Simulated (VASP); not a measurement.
Ti3Br:

```
Ti Br
1.0
     4.36309    0.00000    0.00000
     0.00000    4.36309    0.00000
     0.00000    0.00000    4.36309
Ti Br
3 1
Direct
  0.00000 0.50000 0.50000
  0.50000 0.00000 0.50000
  0.50000 0.50000 0.00000
  0.00000 0.00000 0.00000
```

The cell was generated, and may not be a known phase.

| Property | Result |
| --- | --- |
| Program | VASP 6.6.1 |
| Task | relaxation of cell and atoms |
| Functional | PBE |
| Potentials or basis | VASP PAW PBE potentials, release 64 (Ti_sv, Br) |
| Cutoff | 600 eV |
| k mesh | 4 × 4 × 4 |
| Occupations | gaussian, width 0.1 eV |
| Spin | collinear spin |
| Starting moments | [1.0, 1.0, 1.0, 0.0] μB |

At the start: pressure -9.8 GPa; volume 20.76 Å³/atom.

**Question.** How do energy, volume and symmetry change on relaxing?

**Answer.** Over 3 steps the energy falls by 144.6 meV/atom and the volume is 17.05 Å³/atom (-17.9 %); space group Pm-3m (No. 221, to 0.1 Å) before and after; moment 0.00 μB per cell.

The path:
```
step  energy change (eV)  largest force (eV/Å)  pressure (GPa)  volume (Å³)
   1              0.0000                0.0000           -9.83        83.06
   2             -0.5776                0.0000           -0.62        68.66
   3             -0.5786                0.0000           -0.01        68.19
```

Final structure:
```
CELL_PARAMETERS angstrom
4.08548 0.00000 0.00000
0.00000 4.08548 0.00000
0.00000 0.00000 4.08548
ATOMIC_POSITIONS crystal
Ti 0.00000 0.50000 0.50000
Ti 0.50000 0.00000 0.50000
Ti 0.50000 0.50000 0.00000
Br 0.00000 0.00000 0.00000
```

Caveat: the k points lie up to 0.38 Å⁻¹ apart in the final cell; the volume moved by over 15 % at a fixed basis, so the end points are rough.
